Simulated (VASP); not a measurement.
# Si in VASP: notebook

The runs below take Si through single point, with PBE.

All numbers are computed with VASP 6.6.1; they aren't measurements. Logs are shortened: lines on timing, memory, paths and dates and some standing lists are left out, and cuts for length are marked.

**1. The cell of the first run**

The cell holds a wire with vacuum, 4 atoms: a = 11.200 Å, b = 9.300 Å, c = 4.626 Å, α = 90.00°, β = 90.00°, γ = 90.00°.

**2. Single point, PBE, collinear spin, ferromagnetic start**

Contents of INCAR:

```
PREC     = Accurate       # precision mode
ENCUT    = 520            # plane-wave cutoff, eV
EDIFF    = 1E-7           # SCF threshold, eV
ISMEAR   = 0              # smearing method
SIGMA    = 0.05           # smearing width, eV
LREAL    = F              # projectors in reciprocal space
LASPH    = T              # aspherical terms in the spheres
NELM     = 150            # most SCF steps
ALGO     = Normal         # electronic algorithm
ISIF     = 2              # what is computed and relaxed
LWAVE    = F              # write WAVECAR
LCHARG   = F              # write CHGCAR
ISPIN    = 2              # spin polarisation
MAGMOM   = 0.5 0.5 0.5 0.5 # initial moments
LORBIT   = 11             # projections on sites
GGA      = PE             # functional
NBANDS   = 20             # bands
```

Contents of KPOINTS:

```
Automatic mesh
0
Gamma
  1 1 15
```

Contents of POSCAR:

```
Si
1.0
   11.2000000000      0.0000000000      0.0000000000
    0.0000000000      9.3000000000      0.0000000000
    0.0000000000      0.0000000000      4.6264005947
Si
4
Direct
    0.3954501089      0.5000000000      0.0000000000
    0.3954501089      0.5000000000      0.5000000000
    0.6045498911      0.5000000000      0.0000000000
    0.6045498911      0.5000000000      0.5000000000
```

Potentials or basis: VASP PAW PBE potentials, release 64 (Si).

Run with:

```bash
cat potpaw_PBE.64/Si/POTCAR > POTCAR
mpirun -np 1 vasp_std > vasp.out
```

OUTCAR:

```text
PREC = Accurate
   ENCUT = 520
   EDIFF = 1E-7
   ISMEAR = 0
   LREAL = F
   LASPH = T
   NELM = 150
   ISIF = 2
   ISPIN = 2
   LORBIT = 11
   GGA = PE

 ion  position               nearest neighbor table
   1  0.395  0.500  0.000-   2 2.31   2 2.31   3 2.34
   2  0.395  0.500  0.500-   1 2.31   1 2.31   4 2.34
   3  0.605  0.500  0.000-   4 2.31   4 2.31   1 2.34
   4  0.605  0.500  0.500-   3 2.31   3 2.31   2 2.34

  LATTYP: Found a simple orthorhombic cell.
 ALAT       =     4.6264005947
 B/A-ratio  =     2.0102020587
 C/A-ratio  =     2.4208885008

  Lattice vectors:

 A1 = (   0.0000000000,   0.0000000000,  -4.6264005947)
 A2 = (   0.0000000000,   9.3000000000,   0.0000000000)
 A3 = (  11.2000000000,   0.0000000000,   0.0000000000)

Analysis of symmetry for initial positions (statically):
=====================================================================
 Subroutine PRICEL returns following result:

  LATTYP: Found a simple orthorhombic cell.
 ALAT       =     2.3132002974
 B/A-ratio  =     4.0204041175
 C/A-ratio  =     4.8417770017

  Lattice vectors:

 A1 = (   0.0000000000,   0.0000000000,  -2.3132002974)
 A2 = (   0.0000000000,   9.3000000000,   0.0000000000)
 A3 = (  11.2000000000,   0.0000000000,   0.0000000000)

   2 primitive cells build up your supercell.

 Routine SETGRP: Setting up the symmetry group for a
 simple orthorhombic supercell.

 Subroutine GETGRP returns: Found  8 space group operations
 (whereof  8 operations were pure point group operations)
 out of a pool of  8 trial point group operations.

The static configuration has the point symmetry D_2h.

Analysis of symmetry for dynamics (positions and initial velocities):
=====================================================================
 Subroutine PRICEL returns following result:

  LATTYP: Found a simple orthorhombic cell.
 ALAT       =     2.3132002974
 B/A-ratio  =     4.0204041175
 C/A-ratio  =     4.8417770017

  Lattice vectors:

 A1 = (   0.0000000000,   0.0000000000,  -2.3132002974)
 A2 = (   0.0000000000,   9.3000000000,   0.0000000000)
 A3 = (  11.2000000000,   0.0000000000,   0.0000000000)

   2 primitive cells build up your supercell.

 Routine SETGRP: Setting up the symmetry group for a
 simple orthorhombic supercell.

 Subroutine GETGRP returns: Found  8 space group operations
 (whereof  8 operations were pure point group operations)
 out of a pool of  8 trial point group operations.

The dynamic configuration has the point symmetry D_2h.

Analysis of structural, dynamic, and magnetic symmetry:
=====================================================================
 Subroutine PRICEL returns following result:

  LATTYP: Found a simple orthorhombic cell.
 ALAT       =     2.3132002974
 B/A-ratio  =     4.0204041175
 C/A-ratio  =     4.8417770017

  Lattice vectors:

 A1 = (   0.0000000000,   0.0000000000,  -2.3132002974)
 A2 = (   0.0000000000,   9.3000000000,   0.0000000000)
 A3 = (  11.2000000000,   0.0000000000,   0.0000000000)

   2 primitive cells build up your supercell.

 Routine SETGRP: Setting up the symmetry group for a
 simple orthorhombic supercell.

 Subroutine GETGRP returns: Found  8 space group operations
 (whereof  8 operations were pure point group operations)
 out of a pool of  8 trial point group operations.

The overall configuration has the point symmetry D_2h.

 Subroutine INISYM returns: Found  8 space group operations
 (whereof  8 operations are pure point group operations),
 and found     2 'primitive' translations

----------------------------------------------------------------------------------------

                                     Primitive cell

  volume of cell :     240.9429

  direct lattice vectors                    reciprocal lattice vectors
     0.000000000  0.000000000 -2.313200297     0.000000000  0.000000000 -0.432301518
     0.000000000  9.300000000  0.000000000     0.000000000  0.107526882  0.000000000
    11.200000000  0.000000000  0.000000000     0.089285714  0.000000000  0.000000000

  length of vectors
     2.313200297  9.300000000 11.200000000     0.432301518  0.107526882  0.089285714

  position of ions in fractional coordinates (direct lattice)
     0.000000000  0.500000000  0.395450109
     0.000000000  0.500000000  0.604549891

  ion indices of the primitive-cell ions
   primitive index   ion index
                 1           1
                 2           3

----------------------------------------------------------------------------------------

 KPOINTS: Automatic mesh

Automatic generation of k-mesh.
 Grid dimensions read from file:
 generate k-points for:    1    1   15

 Generating k-lattice:

  Cartesian coordinates                     Fractional coordinates (reciprocal lattice)
     0.089285714  0.000000000  0.000000000     1.000000000  0.000000000  0.000000000
     0.000000000  0.107526882  0.000000000     0.000000000  1.000000000  0.000000000
     0.000000000  0.000000000  0.014410051     0.000000000  0.000000000  0.066666667

  Length of vectors
     0.089285714  0.107526882  0.014410051

  Shift w.r.t. Gamma in fractional coordinates (k-lattice)
     0.000000000  0.000000000  0.000000000

 Subroutine IBZKPT returns following result:
 ===========================================

 Found      8 irreducible k-points:

 Following reciprocal coordinates:
            Coordinates               Weight
  0.000000  0.000000  0.000000      1.000000
  0.000000  0.000000  0.066667      2.000000
  0.000000  0.000000  0.133333      2.000000
  0.000000  0.000000  0.200000      2.000000
  0.000000  0.000000  0.266667      2.000000
  0.000000  0.000000  0.333333      2.000000
  0.000000  0.000000  0.400000      2.000000
  0.000000  0.000000  0.466667      2.000000
   k-points           NKPTS =      8   k-points in BZ     NKDIM =      8   number of bands    NBANDS=     20
   number of dos      NEDOS =    301   number of ions     NIONS =      4
   total plane-waves  NPLWV = 211680
   dimension x,y,z NGX =    84 NGY =   70 NGZ =   36
   dimension x,y,z NGXF=   168 NGYF=  140 NGZF=   72
   ions per type =               4
   NGX,Y,Z   is equivalent  to a cutoff of  12.47, 12.51, 12.94 a.u.
   NGXF,Y,Z  is equivalent  to a cutoff of  24.94, 25.03, 25.87 a.u.
 SYSTEM =  unknown system
   PREC   = accura    normal or accurate (medium, high low for compatibility)
   ISTART =      0    job   : 0-new  1-cont  2-samecut
   ICHARG =      2    charge: 1-file 2-atom 10-const
   ISPIN  =      2    spin polarized calculation?
   LNONCOLLINEAR =      F non collinear calculations
   LSORBIT =      F    spin-orbit coupling
   LASPH  =      T    aspherical Exc in radial PAW
   ENCUT  =  520.0 eV  38.22 Ry    6.18 a.u.  20.82 17.29  8.60*2*pi/ulx,y,z
   NELM   =    150;   NELMIN=  2; NELMDL= -5     # of ELM steps
   EDIFF  = 0.1E-06   stopping-criterion for ELM
   LREAL  =      F    real-space projection
   EDIFFG = 0.1E-05   stopping-criterion for IOM
   NSW    =      0    number of steps for IOM
   IBRION =     -1    ionic relax: 0-MD 1-quasi-New 2-CG
   NFREE  =      0    steps in history (QN), initial steepest desc. (CG)
   ISIF   =      2    stress and relaxation
   ISYM   =      2    0-nonsym 1-usesym 2-fastsym
   POTIM  = 0.5000    time-step for ionic-motion
   TEBEG  =    0.0;   TEEND  =   0.0 temperature during run
   PSTRESS=    0.0 pullay stress
   NELECT =      16.0000    total number of electrons
   NUPDOWN=      -1.0000    fix difference up-down
   EMIN   =  10.00;   EMAX   =-10.00  energy-range for DOS
   EFERMI =   0.00;   METHOD = LEGACY
   ISMEAR =     0;   SIGMA  =   0.05  broadening in eV -4-tet -1-fermi 0-gaus
   EFERMI_NEDOS =   21; number of points for ismear=-14 and -15
   IALGO  =     38    algorithm
   IMIX   =      4    mixing-type and parameters
     AMIX     =   0.40;   BMIX     =  1.00
     AMIX_MAG =   1.60;   BMIX_MAG =  1.00
  volume/ion in A,a.u.               =     120.47       812.98
  Fermi-wavevector in a.u.,A,eV,Ry     =   0.526179  0.994334  3.766967  0.276864
  Thomas-Fermi vector in A             =   1.546752
   LORBIT       =     11    0 simple, 1 ext, 2 COOP (PROOUT), +10 PAW based schemes
   GGA     = PE    functional components
   LHFCALC =     F    Hartree Fock is set to
   AEXX    =    0.0000 exact exchange contribution
   IVDW    =     0    specifies the selected vdW correction
   LEPSILON=     F    determine dielectric tensor
   LRPA    =     F    only Hartree local field effects (RPA)
 spin polarized calculation
 Gauss-broadening in eV      SIGMA  =   0.05
  energy-cutoff  :      520.00
  volume of cell :      481.89
 maximum number of plane-waves:     13023
 NGX is ok and might be reduce to    84
   NGX = 41   NGY = 35   NGZ = 17

 number of electron      15.9999999 magnetization       0.0663276

 Free energy of the ion-electron system (eV)
  ---------------------------------------------------
  ext. energy  EPLUGINS =         0.00000000
  ---------------------------------------------------
  free energy    TOTEN  =       -16.72324093 eV

  energy without entropy =      -16.71837037  energy(sigma->0) =      -16.72080565

 E-fermi :  -2.6951     XC(G=0):  -2.7951

 val. band max:       -2.7012968514   @ k =   0.0000   0.0000   0.2667
 cond. band min:      -2.6663978240   @ k =   0.0000   0.0000   0.2667
 fundamental gap:      0.0348990274
 Fermi energy:        -2.6951397771

 spin component 1

 k-point     1 :       0.0000    0.0000    0.0000
  band No.  band energies     occupation
      1     -13.9229      1.00000
      2     -10.9153      1.00000
      3      -7.5718      1.00000
      4      -7.3058      1.00000
      5      -5.9144      1.00000
      6      -5.4903      1.00000
[... 12 lines left out ...]
     19       2.3525      0.00000
     20       3.0280      0.00000

 k-point     2 :       0.0000    0.0000    0.0667
  band No.  band energies     occupation
      1     -13.8931      1.00000
      2     -10.8858      1.00000
      3      -8.2578      1.00000
      4      -6.5769      1.00000
      5      -5.8869      1.00000
      6      -5.6363      1.00000
[... 130 lines left out ...]
 k-point     8 :       0.0000    0.0000    0.4667
  band No.  band energies     occupation
      1     -12.4745      1.00000
      2     -12.0349      1.00000
      3      -9.4889      1.00000
      4      -9.0592      1.00000
      5      -4.5924      1.00000
      6      -4.2121      1.00000
[... 12 lines left out ...]
     19       3.3246      0.00000
     20       3.3631      0.00000
 Fermi energy:        -2.6951397771

 spin component 2

 k-point     1 :       0.0000    0.0000    0.0000
  band No.  band energies     occupation
      1     -13.9136      1.00000
      2     -10.9013      1.00000
      3      -7.5656      1.00000
      4      -7.2943      1.00000
      5      -5.9084      1.00000
      6      -5.4625      1.00000
[... 12 lines left out ...]
     19       2.3767      0.00000
     20       3.0330      0.00000

 k-point     2 :       0.0000    0.0000    0.0667
  band No.  band energies     occupation
      1     -13.8839      1.00000
      2     -10.8718      1.00000
      3      -8.2493      1.00000
      4      -6.5678      1.00000
      5      -5.8809      1.00000
      6      -5.6266      1.00000
[... 130 lines left out ...]
 k-point     8 :       0.0000    0.0000    0.4667
  band No.  band energies     occupation
      1     -12.4653      1.00000
      2     -12.0258      1.00000
      3      -9.4752      1.00000
      4      -9.0455      1.00000
      5      -4.5867      1.00000
      6      -4.2066      1.00000
[... 12 lines left out ...]
     19       3.3308      0.00000
     20       3.3764      0.00000

------------------------ aborting loop because EDIFF is reached ----------------------------------------

  FORCE on cell =-STRESS in cart. coord.  units (eV):
  Direction    XX          YY          ZZ          XY          YZ          ZX
  --------------------------------------------------------------------------------------
  -------------------------------------------------------------------------------------
  Total       -0.0797900      0.0580360     -0.0414497      0.0000000      0.0000000      0.0000000
  in kB       -0.2652863      0.1929584     -0.1378122      0.0000000      0.0000000      0.0000000
  external PRESSURE =      -0.0700467 kB  Pullay stress =       0.0000000 kB

 VOLUME and BASIS-vectors are now :
 -----------------------------------------------------------------------------
  energy-cutoff  :      520.00
  volume of cell :      481.89
      direct lattice vectors                 reciprocal lattice vectors
    11.200000000  0.000000000  0.000000000     0.089285714  0.000000000  0.000000000
     0.000000000  9.300000000  0.000000000     0.000000000  0.107526882  0.000000000
     0.000000000  0.000000000  4.626400595     0.000000000  0.000000000  0.216150759

 POSITION                                       TOTAL-FORCE (eV/Angst)
 -----------------------------------------------------------------------------------
      4.42904      4.65000      0.00000         0.010520      0.000000      0.000000
      4.42904      4.65000      2.31320         0.010520      0.000000      0.000000
      6.77096      4.65000      0.00000        -0.010520     -0.000000     -0.000000
      6.77096      4.65000      2.31320        -0.010520     -0.000000     -0.000000
 -----------------------------------------------------------------------------------
    total drift:                               -0.000000     -0.000000     -0.000000

  FREE ENERGIE OF THE ION-ELECTRON SYSTEM (eV)
  ---------------------------------------------------
  free  energy   TOTEN  =       -16.7232409274 eV

  energy  without entropy=      -16.7183703732  energy(sigma->0) =      -16.72080565

 total charge

# of ion       s       p       d       tot
------------------------------------------
    1        0.821   0.812   0.000   1.633
    2        0.821   0.812   0.000   1.633
    3        0.821   0.812   0.000   1.633
    4        0.821   0.812   0.000   1.633
--------------------------------------------------
tot          3.285   3.248   0.000   6.533

 magnetization (x)

# of ion       s       p       d       tot
------------------------------------------
    1        0.000   0.004   0.000   0.005
    2        0.000   0.004   0.000   0.005
    3        0.000   0.004   0.000   0.005
    4        0.000   0.004   0.000   0.005
--------------------------------------------------
tot          0.001   0.017   0.000   0.018
```

It took 9.7 min on 1 thread of AMD EPYC 7R43 (Zen 3), shared host; peak memory 0.61 GiB.

Results:

* Free energy: -16.7232 eV
* Largest force: 0.011 eV/Å
* Net moment: 0.07 μB per cell
* Valence electrons inside the program's atomic spheres: Si 1.63

Forces on the atoms (eV/Å):
```
Si   0.011  0.000  0.000
Si   0.011  0.000  0.000
Si  -0.011  0.000  0.000
Si  -0.011  0.000  0.000
```

Levels at points of the mesh, in eV from the Fermi level:
Spin up:
```tsv
k point	band 4	band 5	band 6	band 7	band 8	band 9	band 10	band 11	band 12	band 13
(0.00, 0.00, 0.00)	-4.61	-3.22	-2.80	-2.65	-0.85	-0.46	2.03	2.16	2.63	3.22
```
Spin down:
| k point | band 6 | band 7 | band 8 | band 9 | band 10 | band 11 |
| --- | --- | --- | --- | --- | --- | --- |
| (0.00, 0.00, 0.00) | -2.77 | -2.64 | -0.83 | -0.42 | 2.04 | 2.17 |

**3. Single point, PBE, collinear spin, ferromagnetic start**

This run uses another cell than the first one, of 111.01 Å³/atom, 0.921 times its volume.

Contents of INCAR:

```
ALGO = Normal
EDIFF = 1E-7
ENCUT = 520
GGA = PE
ISIF = 2
ISMEAR = 0
ISPIN = 2
LASPH = T
LCHARG = T
LELF = T
LORBIT = 11
LREAL = F
LVHAR = T
LWAVE = F
MAGMOM = 0.5 0.5 0.5 0.5
NBANDS = 20
NELM = 150
PREC = Accurate
SIGMA = 0.05
```

Contents of KPOINTS:

```
k-points
0
Gamma
  1 1 15
```

Contents of POSCAR:

```
Si
1.0
   11.2000000000      0.0000000000      0.0000000000
    0.0000000000      9.3000000000      0.0000000000
    0.0000000000      0.0000000000      4.2631910364
Si
4
Direct
    0.4000814601      0.5000000000      0.0000000000
    0.4000814601      0.5000000000      0.5000000000
    0.5999185399      0.5000000000      0.0000000000
    0.5999185399      0.5000000000      0.5000000000
```

Potentials or basis: VASP PAW PBE potentials, release 64 (Si).

Run with:

```bash
cat potpaw_PBE.64/Si/POTCAR > POTCAR
mpirun -np 1 vasp_std > vasp.out
```

Run time: 6.6 min. Hardware: 1 thread of AMD EPYC 7R43 (Zen 3), shared host; peak memory 0.57 GiB.

Results (log left out):

| Property | Result |
| --- | --- |
| Free energy | -16.0702 eV |
| Largest force | 0.819 eV/Å |
| Band gap on the k mesh | 0.07 eV |
| Net moment | 0.00 μB per cell |
| Valence electrons inside the program's atomic spheres | Si 1.75 |

Forces on the atoms (eV/Å):
```
Si  -0.819  0.000  0.000
Si  -0.819  0.000  0.000
Si   0.819  0.000  0.000
Si   0.819  0.000  0.000
```

Levels at points of the mesh, in eV from the valence-band top:
Spin up:
| k point | band 5 | band 6 | band 7 | band 8 | band 9 | band 10 | band 11 | band 12 |
| --- | --- | --- | --- | --- | --- | --- | --- | --- |
| (0.00, 0.00, 0.00) | -3.79 | -3.37 | -2.90 | -0.77 | 0.50 | 1.85 | 3.08 | 3.15 |
Spin down:
```
           k point  band 6  band 7  band 8  band 9  band 10  band 11
(0.00, 0.00, 0.00)   -3.37   -2.90   -0.77    0.50     1.85     3.08
```
